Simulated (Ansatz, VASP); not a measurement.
# Two plane-wave programs on ZnO

POSCAR

```
ZnO
1.0
    3.2352635141      0.0000000000      0.0000000000
   -1.6176317571      2.8018203912      0.0000000000
    0.0000000000      0.0000000000      5.2113138462
Zn O
2 2
Direct
    0.3333333333      0.6666666667     -0.0168821106
    0.6666666667      0.3333333333      0.4831178894
    0.3333333333      0.6666666667      0.3988821106
    0.6666666667      0.3333333333      0.8988821106
```

INCAR.step1

```
PREC = Accurate ; ENCUT = 520
ISMEAR = 0 ; SIGMA = 0.01
LREAL = F ; LASPH = T
NELM = 80 ; NBANDS = 26
GGA = PE ; ALGO = Normal
EDIFF = 1E-4 ; LWAVE = T
LCHARG = F
```

File INCAR.step2:

```
PREC = Accurate ; ENCUT = 520
EDIFF = 1E-6 ; ISMEAR = 0
SIGMA = 0.01 ; LREAL = F
LASPH = T ; NELM = 80
ALGO = Normal ; ISIF = 2
LWAVE = F ; LCHARG = F
METAGGA = R2SCAN ; LMIXTAU = T
NBANDS = 26 ; ISTART = 1
```

File KPOINTS:

```
Automatic mesh
0
Gamma
  9 9 6
```

Input for Ansatz:

```yaml
crystal:
  lattice:
    - [3.2352635141, 0.0, 0.0]
    - [-1.6176317571, 2.8018203912, 0.0]
    - [0.0, 0.0, 5.2113138462]
  atoms:
    - { symbol: Zn, position: [0.3333333333, 0.6666666667, -0.0168821106] }
    - { symbol: Zn, position: [0.6666666667, 0.3333333333, 0.4831178894] }
    - { symbol: O, position: [0.3333333333, 0.6666666667, 0.3988821106] }
    - { symbol: O, position: [0.6666666667, 0.3333333333, 0.8988821106] }
basis:
  ecutwfc: 500
  xc_grid: 2
kpoints:
  mp_grid: { grid: [9, 9, 6] }
hamiltonian:
  xc: r2scan
  pseudopotentials: { kind: paw, azcp: { folder: soft_1 } }
scf:
  occupations: { method: fixed }
output:
  forces: true
  stress: true
  eigenvalues: true
  polarization: {}
```

Change from the starting cell: polar distortion scaled by 0.70.

Alike in both runs: task single point; functional r2SCAN; k mesh 9 × 9 × 6; no spin polarisation.

|  | VASP | Ansatz |
| --- | --- | --- |
| version | VASP 6.6.1 | Ansatz 0.2.0 |
| potentials or method | VASP PAW PBE potentials, release 64 (Zn, O), cutoff 520 eV | scalar-relativistic, plane waves, PAW |
| occupations | gaussian, width 0.01 eV | fixed |
| valence electrons in the cell | 36 | 36 |

VASP gave:

| Property | Result |
| --- | --- |
| gap on the k mesh at the Fermi level (eV) | 1.25 |
| least direct gap on the mesh (eV) | 1.25 |
| pressure (GPa) | 3.2 |
| traceless stress, the component that is largest in VASP (GPa) | -8.04 |
| rms of the force components (eV/Å) | 0.383 |

Problem. Which values does Ansatz return?

Solution. gap on the k mesh at the Fermi level (eV): 1.24; least direct gap on the mesh (eV): 1.24; pressure (GPa): 2.0; traceless stress, the component that is largest in VASP (GPa): -7.55; rms of the force components (eV/Å): 0.368.

VASP's potentials were made for PBE, not for r2SCAN. Atom by atom the forces differ by 0.015 eV/Å (rms over components).
